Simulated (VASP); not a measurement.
# H8SO6 in VASP: a series of runs

The runs below take H8SO6 through single point, with PBE+D3(BJ).

Everything below comes from runs of VASP 6.6.1. Logs are shortened: lines on timing, memory, paths and dates and some standing lists are left out, and cuts for length are marked.

## (1) The cell of the first run

The cell holds a disordered packing, 15 atoms: a = 6.318 Å, b = 6.318 Å, c = 6.318 Å, α = 90.00°, β = 90.00°, γ = 90.00°.

## (2) Single point, PBE+D3(BJ)

INCAR reads:

```
SYSTEM = H8SO6
PREC     = Accurate       ! precision mode
ENCUT    = 520            ! plane-wave cutoff, eV
EDIFF    = 1E-6           ! SCF threshold, eV
ISMEAR   = -1             ! smearing method
SIGMA    = 0.02           ! smearing width, eV
LREAL    = .False.        ! projectors in reciprocal space
LASPH    = .True.         ! aspherical terms in the spheres
NELM     = 120            ! most SCF steps
ALGO     = Normal         ! electronic algorithm
ISIF     = 2              ! what is computed and relaxed
LWAVE    = .False.        ! write WAVECAR
LCHARG   = .False.        ! write CHGCAR
GGA      = PE             ! functional
IVDW     = 12             ! dispersion correction
NBANDS   = 38             ! bands
GGA_COMPAT= .False.
```

KPOINTS reads:

```
regular mesh
0
Gamma
  1 1 1
  0 0 0
```

POSCAR reads:

```
H8SO6
1.0
    6.3180300000      0.0000000000      0.0000000000
    0.0000000000      6.3180300000      0.0000000000
    0.0000000000      0.0000000000      6.3180300000
O H S
6 8 1
Direct
    0.6768882072      1.0146833744      1.0062946836
    0.6984613875      0.8125317544      0.6598575822
    0.6387908889      0.5395669220      0.2919264391
    0.2309738953      0.4216029364      0.4372723776
   -0.0022317083     -0.0290122079      1.3095062860
    0.1815122752      0.1940794836      1.0203655253
    0.5313523361      1.0568800718      1.0051076047
    0.7294045771      0.8988403031      0.9052821845
    0.8559946692      0.8297364843      0.6155083151
    0.6570402483      0.7045867145      0.5579745585
    0.6501077076      0.6327130450      0.1776186564
    0.7821900181      0.5061546083      0.3200997779
    0.3652404310      0.4664428627      0.5191491652
    0.2109201761      0.5320962389      0.3351044550
    0.0141499803      0.1605247205      1.1854169733
```

Potentials or basis: VASP PAW PBE potentials, release 64 (O, H, S).

Started as:

```console
cat potpaw_PBE.64/O/POTCAR potpaw_PBE.64/H/POTCAR potpaw_PBE.64/S/POTCAR > POTCAR
mpirun -np 1 vasp_gam > vasp.out
```

OUTCAR:

```text
SYSTEM = H8SO6
   PREC = Accurate
   ENCUT = 520
   EDIFF = 1E-6
   ISMEAR = -1
   LREAL = .False.
   LASPH = .True.
   NELM = 120
   ISIF = 2
   GGA = PE
   IVDW = 12
 IVDW          = 12

 ion  position               nearest neighbor table
   1  0.677  0.015  0.006-   7 0.96   8 1.03
   2  0.698  0.813  0.660-  10 0.97   9 1.04
   3  0.639  0.540  0.292-  11 0.93  12 0.95
   4  0.231  0.422  0.437-  14 0.96  13 1.03
   5  0.998  0.971  0.310-  15 1.44
   6  0.182  0.194  0.020-  15 1.50
   7  0.531  0.057  0.005-   1 0.96
   8  0.729  0.899  0.905-   1 1.03
   9  0.856  0.830  0.616-   2 1.04
  10  0.657  0.705  0.558-   2 0.97
  11  0.650  0.633  0.178-   3 0.93
  12  0.782  0.506  0.320-   3 0.95
  13  0.365  0.466  0.519-   4 1.03
  14  0.211  0.532  0.335-   4 0.96
  15  0.014  0.161  0.185-   5 1.44   6 1.50

  LATTYP: Found a simple cubic cell.
 ALAT       =     6.3180300000

  Lattice vectors:

 A1 = (   6.3180300000,   0.0000000000,   0.0000000000)
 A2 = (   0.0000000000,   6.3180300000,   0.0000000000)
 A3 = (   0.0000000000,   0.0000000000,   6.3180300000)

Analysis of symmetry for initial positions (statically):
=====================================================================
 Subroutine PRICEL returns:
 Original cell was already a primitive cell.

 Routine SETGRP: Setting up the symmetry group for a
 simple cubic supercell.

 Subroutine GETGRP returns: Found  1 space group operations
 (whereof  1 operations were pure point group operations)
 out of a pool of 48 trial point group operations.

The static configuration has the point symmetry C_1 .

Analysis of symmetry for dynamics (positions and initial velocities):
=====================================================================
 Subroutine PRICEL returns:
 Original cell was already a primitive cell.

 Routine SETGRP: Setting up the symmetry group for a
 simple cubic supercell.

 Subroutine GETGRP returns: Found  1 space group operations
 (whereof  1 operations were pure point group operations)
 out of a pool of 48 trial point group operations.

The dynamic configuration has the point symmetry C_1 .

 Subroutine INISYM returns: Found  1 space group operations
 (whereof  1 operations are pure point group operations),
 and found     1 'primitive' translations

----------------------------------------------------------------------------------------

                                     Primitive cell

  volume of cell :     252.2000

  direct lattice vectors                    reciprocal lattice vectors
     6.318030000  0.000000000  0.000000000     0.158277185  0.000000000  0.000000000
     0.000000000  6.318030000  0.000000000     0.000000000  0.158277185  0.000000000
     0.000000000  0.000000000  6.318030000     0.000000000  0.000000000  0.158277185

  length of vectors
     6.318030000  6.318030000  6.318030000     0.158277185  0.158277185  0.158277185

  position of ions in fractional coordinates (direct lattice)
     0.676888207  0.014683374  0.006294684
     0.698461387  0.812531754  0.659857582
     0.638790889  0.539566922  0.291926439
     0.230973895  0.421602936  0.437272378
     0.997768292  0.970987792  0.309506286
     0.181512275  0.194079484  0.020365525
     0.531352336  0.056880072  0.005107605
     0.729404577  0.898840303  0.905282185
     0.855994669  0.829736484  0.615508315
     0.657040248  0.704586715  0.557974558
     0.650107708  0.632713045  0.177618656
     0.782190018  0.506154608  0.320099778
     0.365240431  0.466442863  0.519149165
     0.210920176  0.532096239  0.335104455
     0.014149980  0.160524720  0.185416973

  ion indices of the primitive-cell ions
   primitive index   ion index
                 1           1
                 2           2
                 3           3
                 4           4
                 5           5
                 6           6
                 7           7
                 8           8
                 9           9
                10          10
                11          11
                12          12
                13          13
                14          14
                15          15

----------------------------------------------------------------------------------------

 KPOINTS: regular mesh

Automatic generation of k-mesh.
 Grid dimensions read from file:
 generate k-points for:    1    1    1

 Generating k-lattice:

  Cartesian coordinates                     Fractional coordinates (reciprocal lattice)
     0.158277185  0.000000000  0.000000000     1.000000000  0.000000000  0.000000000
     0.000000000  0.158277185  0.000000000     0.000000000  1.000000000  0.000000000
     0.000000000  0.000000000  0.158277185     0.000000000  0.000000000  1.000000000

  Length of vectors
     0.158277185  0.158277185  0.158277185

  Shift w.r.t. Gamma in fractional coordinates (k-lattice)
     0.000000000  0.000000000  0.000000000

 Subroutine IBZKPT returns following result:
 ===========================================

 Found      1 irreducible k-points:

 Following reciprocal coordinates:
            Coordinates               Weight
  0.000000  0.000000  0.000000      1.000000
   k-points           NKPTS =      1   k-points in BZ     NKDIM =      1   number of bands    NBANDS=     38
   number of dos      NEDOS =    301   number of ions     NIONS =     15
   total plane-waves  NPLWV = 110592
   dimension x,y,z NGX =    48 NGY =   48 NGZ =   48
   dimension x,y,z NGXF=    96 NGYF=   96 NGZF=   96
   ions per type =               6   8   1
   NGX,Y,Z   is equivalent  to a cutoff of  12.63, 12.63, 12.63 a.u.
   NGXF,Y,Z  is equivalent  to a cutoff of  25.26, 25.26, 25.26 a.u.
 SYSTEM =  H8SO6
   PREC   = accura    normal or accurate (medium, high low for compatibility)
   ISTART =      0    job   : 0-new  1-cont  2-samecut
   ICHARG =      2    charge: 1-file 2-atom 10-const
   ISPIN  =      1    spin polarized calculation?
   LNONCOLLINEAR =      F non collinear calculations
   LSORBIT =      F    spin-orbit coupling
   LASPH  =      T    aspherical Exc in radial PAW
   ENCUT  =  520.0 eV  38.22 Ry    6.18 a.u.  11.75 11.75 11.75*2*pi/ulx,y,z
   NELM   =    120;   NELMIN=  2; NELMDL= -5     # of ELM steps
   EDIFF  = 0.1E-05   stopping-criterion for ELM
   LREAL  =      F    real-space projection
   EDIFFG = 0.1E-04   stopping-criterion for IOM
   NSW    =      0    number of steps for IOM
   IBRION =     -1    ionic relax: 0-MD 1-quasi-New 2-CG
   NFREE  =      0    steps in history (QN), initial steepest desc. (CG)
   ISIF   =      2    stress and relaxation
   ISYM   =      2    0-nonsym 1-usesym 2-fastsym
   POTIM  = 0.5000    time-step for ionic-motion
   TEBEG  =    0.0;   TEEND  =   0.0 temperature during run
   PSTRESS=    0.0 pullay stress
   NELECT =      50.0000    total number of electrons
   NUPDOWN=      -1.0000    fix difference up-down
   EMIN   =  10.00;   EMAX   =-10.00  energy-range for DOS
   EFERMI =   0.00;   METHOD = LEGACY
   ISMEAR =    -1;   SIGMA  =   0.02  broadening in eV -4-tet -1-fermi 0-gaus
   EFERMI_NEDOS =   21; number of points for ismear=-14 and -15
   IALGO  =     38    algorithm
   IMIX   =      4    mixing-type and parameters
     AMIX     =   0.40;   BMIX     =  1.00
     AMIX_MAG =   1.60;   BMIX_MAG =  1.00
  volume/ion in A,a.u.               =      16.81       113.46
  Fermi-wavevector in a.u.,A,eV,Ry     =   0.954589  1.803912 12.398178  0.911240
  Thomas-Fermi vector in A             =   2.083350
   LORBIT       =      0    0 simple, 1 ext, 2 COOP (PROOUT), +10 PAW based schemes
   GGA     = PE    functional components
   LHFCALC =     F    Hartree Fock is set to
   AEXX    =    0.0000 exact exchange contribution
   IVDW    =    12    specifies the selected vdW correction
   LEPSILON=     F    determine dielectric tensor
   LRPA    =     F    only Hartree local field effects (RPA)
 non-spin polarized calculation
  energy-cutoff  :      520.00
  volume of cell :      252.20
 maximum number of plane-waves:      3430
 NGX is ok and might be reduce to    48
   NGX = 23   NGY = 23   NGZ = 23

 number of electron      49.9999996 magnetization

 Free energy of the ion-electron system (eV)
  ---------------------------------------------------
  ext. energy  EPLUGINS =         0.00000000
  ---------------------------------------------------
  free energy    TOTEN  =       -74.27626811 eV

  energy without entropy =      -74.27626811  energy(sigma->0) =      -74.27626811

 E-fermi :  -3.5811     XC(G=0):  -5.7275

 val. band max:       -4.1670665942   @ k =   0.0000   0.0000   0.0000
 cond. band min:      -0.7876272948   @ k =   0.0000   0.0000   0.0000
 fundamental gap:      3.3794392994
 Fermi energy:        -3.5811172839

 k-point     1 :       0.0000    0.0000    0.0000
  band No.  band energies     occupation
      1     -25.3163      2.00000
      2     -23.5579      2.00000
      3     -22.8782      2.00000
      4     -22.5924      2.00000
      5     -22.4108      2.00000
      6     -21.7676      2.00000
[... 29 lines left out ...]
     36       5.9770      0.00000
     37       6.4370      0.00000
 [bands above 37 left out]

------------------------ aborting loop because EDIFF is reached ----------------------------------------

 Edisp (eV)   -0.47350

 E8    (eV) :    -0.1116

  FORCE on cell =-STRESS in cart. coord.  units (eV):
  Direction    XX          YY          ZZ          XY          YZ          ZX
  --------------------------------------------------------------------------------------
  -------------------------------------------------------------------------------------
  Total      -4.38788     0.99798     0.02764    -0.87932    -1.10118     2.22611
  in kB     -27.87532     6.33996     0.17556    -5.58613    -6.99559    14.14202
  external pressure =       -7.12 kB  Pullay stress =        0.00 kB

 VOLUME and BASIS-vectors are now :
 -----------------------------------------------------------------------------
  energy-cutoff  :      520.00
  volume of cell :      252.20
      direct lattice vectors                 reciprocal lattice vectors
     6.318030000  0.000000000  0.000000000     0.158277185  0.000000000  0.000000000
     0.000000000  6.318030000  0.000000000     0.000000000  0.158277185  0.000000000
     0.000000000  0.000000000  6.318030000     0.000000000  0.000000000  0.158277185

 POSITION                                       TOTAL-FORCE (eV/Angst)
 -----------------------------------------------------------------------------------
      4.27660      0.09277      0.03977         2.289606     -0.863169      0.587634
      4.41290      5.13360      4.16900         2.989178      0.042141     -0.715071
      4.03590      3.40900      1.84440        -0.984556     -0.882950      1.527524
      1.45930      2.66370      2.76270         1.421132      0.199568      1.970572
      6.30393      6.13473      1.95547         0.750821     -1.040279      0.254299
      1.14680      1.22620      0.12867        -1.324959     -1.013781      1.521962
      3.35710      0.35937      0.03227        -0.792471     -0.224909     -0.694573
      4.60840      5.67890      5.71960        -1.918652      1.404192      0.439715
      5.40820      5.24230      3.88880        -2.273829      0.062053      0.494502
      4.15120      4.45160      3.52530        -0.401120     -0.300450     -0.362144
      4.10740      3.99750      1.12220        -0.137376      1.707239     -1.769605
      4.94190      3.19790      2.02240         1.320965     -0.658817      0.304655
      2.30760      2.94700      3.28000        -1.903928     -0.779057     -1.389248
      1.33260      3.36180      2.11720         0.196655      0.634358     -0.462859
      0.08940      1.01420      1.17147         0.768534      1.713860     -1.707363
 -----------------------------------------------------------------------------------
    total drift:                                0.000338     -0.000258      0.000084

  FREE ENERGIE OF THE ION-ELECTRON SYSTEM (eV)
  ---------------------------------------------------
  free  energy   TOTEN  =       -74.7497662221 eV

  energy  without entropy=      -74.7497662221  energy(sigma->0) =      -74.74976622
```

Wall time 13 s (1 thread of Intel Xeon 6975P-C (Granite Rapids), shared host); peak memory 0.3 GiB.

What came out:

```
Free energy                : -74.7498 eV
Pressure                   : -0.7 GPa
Largest force              : 3.074 eV/Å
Dispersion energy per atom : -0.032 eV
```

Forces in eV/Å, atoms in the order of the input:
```
O    2.290 -0.863  0.588
O    2.989  0.042 -0.715
O   -0.985 -0.883  1.528
O    1.421  0.200  1.971
O    0.751 -1.040  0.254
O   -1.325 -1.014  1.522
H   -0.792 -0.225 -0.695
H   -1.919  1.404  0.440
H   -2.274  0.062  0.495
H   -0.401 -0.300 -0.362
H   -0.137  1.707 -1.770
H    1.321 -0.659  0.305
H   -1.904 -0.779 -1.389
H    0.197  0.634 -0.463
S    0.769  1.714 -1.707
```

Caveat: the k points lie up to 0.99 Å⁻¹ apart.

(Part 1 of 2 ends here.)
